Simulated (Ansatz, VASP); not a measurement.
Two plane-wave programs on HC6

The input INCAR:

```
ALGO     = Normal         # electronic algorithm
DIPOL    = 0.5 0.5 0.303
EDIFF    = 1E-6           # SCF threshold, eV
ENCUT    = 520            # plane-wave cutoff, eV
GGA      = CA             # functional
IDIPOL   = 3            
ISIF     = 2              # what is computed and relaxed
ISMEAR   = 0              # smearing method
LASPH    = T              # aspherical terms in the spheres
LCHARG   = F              # write CHGCAR
LDIPOL   = T            
LREAL    = F              # projectors in reciprocal space
LWAVE    = F              # write WAVECAR
NBANDS   = 38             # bands
NELM     = 80             # most SCF steps
PREC     = Accurate       # precision mode
SIGMA    = 0.1            # smearing width, eV
```

The input KPOINTS:

```
k-points
0
Gamma
  6 3 1
```

The input POSCAR:

```
HC6
1.0
    4.8895256614      0.0000000000      0.0000000000
   -1.2223814153      8.7849592876      0.0000000000
    0.0000000000      0.0000000000     22.7474729025
C H
12 2
Direct
    0.0193612757      0.0774451030      0.1758437088
    0.5193612758      0.0774451030      0.1758437088
    0.2742015947      0.0968063788      0.2059542860
    0.7742015947      0.0968063788      0.2059542860
    0.2838822326      0.1355289303      0.2661754406
    0.7838822326      0.1355289303      0.2661754406
    0.0386279421      0.1545151615      0.2955067254
    0.5386279421      0.1545151615      0.2955067254
    0.0488684834      0.1954807970      0.3583587359
    0.5488684834      0.1954807970      0.3583587359
    0.3031723044      0.2126952264      0.3845470194
    0.8031723044      0.2126952264      0.3845470194
    0.0488684834      0.0460940537      0.4324644300
    0.0488684834      0.3448675403      0.4324644300
```

Input for Ansatz:

```yaml
crystal:
  lattice:
    - [4.8895256614, 0.0, 0.0]
    - [-1.2223814153, 8.7849592876, 0.0]
    - [0.0, 0.0, 22.7474729025]
  atoms:
    - { symbol: C, position: [0.0193612757, 0.077445103, 0.1758437088] }
    - { symbol: C, position: [0.5193612758, 0.077445103, 0.1758437088] }
    - { symbol: C, position: [0.2742015947, 0.0968063788, 0.205954286] }
    - { symbol: C, position: [0.7742015947, 0.0968063788, 0.205954286] }
    - { symbol: C, position: [0.2838822326, 0.1355289303, 0.2661754406] }
    - { symbol: C, position: [0.7838822326, 0.1355289303, 0.2661754406] }
    - { symbol: C, position: [0.0386279421, 0.1545151615, 0.2955067254] }
    - { symbol: C, position: [0.5386279421, 0.1545151615, 0.2955067254] }
    - { symbol: C, position: [0.0488684834, 0.195480797, 0.3583587359] }
    - { symbol: C, position: [0.5488684834, 0.195480797, 0.3583587359] }
    - { symbol: C, position: [0.3031723044, 0.2126952264, 0.3845470194] }
    - { symbol: C, position: [0.8031723044, 0.2126952264, 0.3845470194] }
    - { symbol: H, position: [0.0488684834, 0.0460940537, 0.43246443] }
    - { symbol: H, position: [0.0488684834, 0.3448675403, 0.43246443] }
basis:
  ecutwfc: 420
kpoints:
  mp_grid: { grid: [6, 3, 1] }
hamiltonian:
  xc: lda
scf:
  occupations: { method: gaussian, width: 0.1 }
output:
  forces: true
  eigenvalues: true
  write_density: true
  write_potential: true
  elf: true
  volumetric_format: npy
efield:
  axis: 3
  dipole_correction: true
  ramp_width: 0.04
```

Alike in both runs: task single point; functional LDA; k mesh 6 × 3 × 1; occupations gaussian, width 0.1 eV; no spin polarisation.

|  | VASP | Ansatz |
| --- | --- | --- |
| version | VASP 6.6.1 | Ansatz 0.2.0 |
| potentials or method | VASP PAW LDA potentials, release 64 (C, H), cutoff 520 eV | scalar-relativistic, plane waves, PAW |
| valence electrons in the cell | 50 | 50 |

Ansatz gave:

```
gap on the k mesh at the Fermi level (eV) : none
rms of the force components (eV/Å)        : 1.425
```

Which values does VASP return?

gap on the k mesh at the Fermi level (eV): none; rms of the force components (eV/Å): 1.419.

LDA's correlation is that of Perdew and Zunger in VASP and of Perdew and Wang (1992) in Ansatz. Atom by atom the forces differ by 0.022 eV/Å (rms over components). A gap of «none» marks a metal or a gap that the smearing closes. Ansatz's warnings: xc potential rough in thin density.
